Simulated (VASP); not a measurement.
Crystal: Al.

```
Al
1.0
     0.00000    2.02481    2.02481
     2.02481    0.00000    2.02481
     2.02481    2.02481    0.00000
Al
1
Cartesian
  0.0000 0.0000 0.0000
```

```yaml
Program: VASP 6.6.1
Task: relaxation of cell and atoms
Functional: PBEsol
Potentials_or_basis: VASP PAW PBE potentials, release 64 (Al)
Cutoff: 600 eV
k_mesh: 18 × 18 × 18
Occupations: fermi-dirac, width 0.1 eV
Spin: no spin polarisation
```

At the start: pressure -1.9 GPa; volume 16.60 Å³/atom.

Q: How do energy, volume and symmetry change on relaxing?

A: Over 3 steps the energy falls by 2.5 meV/atom and the volume is 16.20 Å³/atom (-2.5 %); space group Fm-3m (No. 225, to 0.1 Å) before and after.

The path:
| step | energy change (eV) | largest force (eV/Å) | pressure (GPa) | volume (Å³) |
| --- | --- | --- | --- | --- |
| 1 | 0.0000 | 0.0000 | -1.92 | 16.60 |
| 2 | -0.0024 | 0.0000 | 0.35 | 16.13 |
| 3 | -0.0025 | 0.0000 | 0.00 | 16.20 |

Final structure:
```
CELL_PARAMETERS angstrom
0.00000 2.00812 2.00812
2.00812 0.00000 2.00812
2.00812 2.00812 0.00000
ATOMIC_POSITIONS crystal
Al 0.00000 0.00000 0.00000
```

Caveat: the PAW data sets were made with another functional, which shifts forces and pressure a little.
